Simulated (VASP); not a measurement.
# ZrS (Fm-3m) in VASP: a series of runs, part 2 of 2

VASP 6.6.1. Earlier steps stand in the parts before.

## (3) Relaxation of cell and atoms, LDA

This run uses another cell than the first one, of 18.09 Å³/atom.

File INCAR:

```
SYSTEM = ZrS
ALGO     = Normal         ! electronic algorithm
EDIFF    = 1E-7           ! SCF threshold, eV
EDIFFG   = -0.05          ! ionic threshold
ENCUT    = 500            ! plane-wave cutoff, eV
GGA_COMPAT= .False.      
IBRION   = 2              ! ionic algorithm
ISIF     = 3              ! what is computed and relaxed
ISMEAR   = 0              ! smearing method
LASPH    = .True.         ! aspherical terms in the spheres
LCHARG   = .False.        ! write CHGCAR
LREAL    = .False.        ! projectors in reciprocal space
LWAVE    = .False.        ! write WAVECAR
NELM     = 120            ! most SCF steps
NELMIN   = 4            
NSW      = 100            ! ionic steps
PREC     = Accurate       ! precision mode
SIGMA    = 0.1            ! smearing width, eV
```

File KPOINTS:

```
k-points
0
Gamma
  6 6 6
  0 0 0
```

File POSCAR:

```
ZrS
1.0
    0.0000000000      2.6250000000      2.6250000000
    2.6250000000      0.0000000000      2.6250000000
    2.6250000000      2.6250000000      0.0000000000
Zr S
1 1
Direct
    0.0000000000      0.0000000000      0.0000000000
    0.5000000000      0.5000000000      0.5000000000
```

Potentials or basis: VASP PAW LDA potentials, release 64 (Zr_sv, S).

Run with:

```sh
$ cat potpaw_LDA.64/Zr_sv/POTCAR potpaw_LDA.64/S/POTCAR > POTCAR
$ mpirun -np 1 vasp_std > vasp.out
```

OUTCAR:

```text
SYSTEM = ZrS
   EDIFF = 1E-7
   EDIFFG = -0.05
   ENCUT = 500
   IBRION = 2
   ISIF = 3
   ISMEAR = 0
   LASPH = .True.
   LREAL = .False.
   NELM = 120
   NELMIN = 4
   NSW = 100
   PREC = Accurate

 ion  position               nearest neighbor table
   1  0.000  0.000  0.000-   2 2.62   2 2.62   2 2.62   2 2.62   2 2.62   2 2.62
   2  0.500  0.500  0.500-   1 2.62   1 2.62   1 2.62   1 2.62   1 2.62   1 2.62

  LATTYP: Found a face centered cubic cell.
 ALAT       =     5.2500000000

  Lattice vectors:

 A1 = (   0.0000000000,   2.6250000000,   2.6250000000)
 A2 = (   2.6250000000,   0.0000000000,   2.6250000000)
 A3 = (   2.6250000000,   2.6250000000,   0.0000000000)

Analysis of symmetry for initial positions (statically):
=====================================================================
 Subroutine PRICEL returns:
 Original cell was already a primitive cell.

 Routine SETGRP: Setting up the symmetry group for a
 face centered cubic supercell.

 Subroutine GETGRP returns: Found 48 space group operations
 (whereof 48 operations were pure point group operations)
 out of a pool of 48 trial point group operations.

The static configuration has the point symmetry O_h .

Analysis of symmetry for dynamics (positions and initial velocities):
[... 145 lines left out ...]
 Free energy of the ion-electron system (eV)
  ---------------------------------------------------
  ext. energy  EPLUGINS =         0.00000000
  ---------------------------------------------------
  free energy    TOTEN  =       -17.05524178 eV

  energy without entropy =      -17.04172642  energy(sigma->0) =      -17.04848410

------------------------ aborting loop because EDIFF is reached ----------------------------------------

  FORCE on cell =-STRESS in cart. coord.  units (eV):
  Direction    XX          YY          ZZ          XY          YZ          ZX
  --------------------------------------------------------------------------------------
  -------------------------------------------------------------------------------------
  Total       -1.9292480     -1.9292480     -1.9292480      0.0000000     -0.0000000      0.0000000
  in kB      -85.4438325    -85.4438325    -85.4438325      0.0000000     -0.0000000      0.0000000
  external PRESSURE =     -85.4438325 kB  Pullay stress =       0.0000000 kB
[... 59 lines left out ...]
--------------------------------------- Ionic step        3  -------------------------------------------

 number of electron      17.9999999 magnetization

 Free energy of the ion-electron system (eV)
  ---------------------------------------------------
  ext. energy  EPLUGINS =         0.00000000
  ---------------------------------------------------
  free energy    TOTEN  =       -17.11791417 eV

  energy without entropy =      -17.10452904  energy(sigma->0) =      -17.11122160

 E-fermi :  11.4195     XC(G=0): -11.8341

 val. band max:       11.3933842224   @ k =   0.3333   0.0000   0.0000
 cond. band min:      11.4293693491   @ k =  -0.3333   0.3333   0.1667
 fundamental gap:      0.0359851267
 Fermi energy:        11.4194679194

 k-point     1 :       0.0000    0.0000    0.0000
  band No.  band energies     occupation
      1     -38.2695      2.00000
      2     -16.3863      2.00000
      3     -16.3863      2.00000
      4     -16.3863      2.00000
      5      -4.6979      2.00000
      6       7.8305      2.00000
      7       7.8305      2.00000
      8       7.8305      2.00000
      9       9.8053      2.00000
     10       9.8053      2.00000
     11       9.8053      2.00000
     12      10.5367      2.00000
     13      10.5367      2.00000
[... 267 lines left out ...]
  FREE ENERGIE OF THE ION-ELECTRON SYSTEM (eV)
  ---------------------------------------------------
  free  energy   TOTEN  =       -17.1179141662 eV

  energy  without entropy=      -17.1045290414  energy(sigma->0) =      -17.11122160

 reached required accuracy - stopping structural energy minimisation
```

OSZICAR:

```text
N       E                     dE             d eps       ncg     rms          rms(c)
DAV:   1     0.132094389083E+03    0.13209E+03   -0.96868E+03   416   0.132E+03
DAV:   2    -0.116852317144E+02   -0.14378E+03   -0.14032E+03   516   0.330E+02
DAV:   3    -0.177952940415E+02   -0.61101E+01   -0.60376E+01   617   0.635E+01
[... 30 lines left out ...]
DAV:   6    -0.171179022564E+02   -0.15890E-02   -0.24702E-03   684   0.329E-01    0.726E-02
DAV:   7    -0.171179212080E+02   -0.18952E-04   -0.75522E-05   504   0.640E-02    0.538E-02
DAV:   8    -0.171179132990E+02    0.79090E-05   -0.55110E-05   506   0.821E-02    0.126E-02
DAV:   9    -0.171179140923E+02   -0.79328E-06   -0.47353E-06   639   0.161E-02    0.415E-03
DAV:  10    -0.171179141662E+02   -0.73930E-07   -0.19663E-07   366   0.534E-03
   3 F= -.17117914E+02 E0= -.17111222E+02  d E =-.626724E-01
```

It took 12 s on 1 thread of AMD EPYC 9R45 (Zen 5), shared host; peak memory 0.12 GiB.

What came out:

```yaml
Free_energy: -17.1179 eV
Relaxed_volume: 17.00 Å³/atom
Relaxed_cell: a = 3.636 Å, b = 3.636 Å, c = 3.636 Å, α = 60.00°, β = 60.00°, γ = 60.00°
Space_group_after_relaxing_to_0.1_Å: Fm-3m (No. 225)
Energy_gained_by_relaxing: 31.3 meV/atom
Ionic_steps: 3
Pressure_after_relaxing: -0.2 GPa
```

Step by step:
```
step  energy change (eV)  largest force (eV/Å)  pressure (GPa)  volume (Å³)
   1              0.0000                0.0000           -8.54        36.18
   2              0.0487                0.0000           14.75        31.36
   3             -0.0627                0.0000           -0.18        34.00
```

Final structure:
```
Zr S
1.0
     0.00000    2.57120    2.57120
     2.57120    0.00000    2.57120
     2.57120    2.57120    0.00000
Zr S
1 1
Direct
  0.00000 0.00000 0.00000
  0.50000 0.50000 0.50000
```

Caveat: the highest band is partly filled, so the run has too few bands.
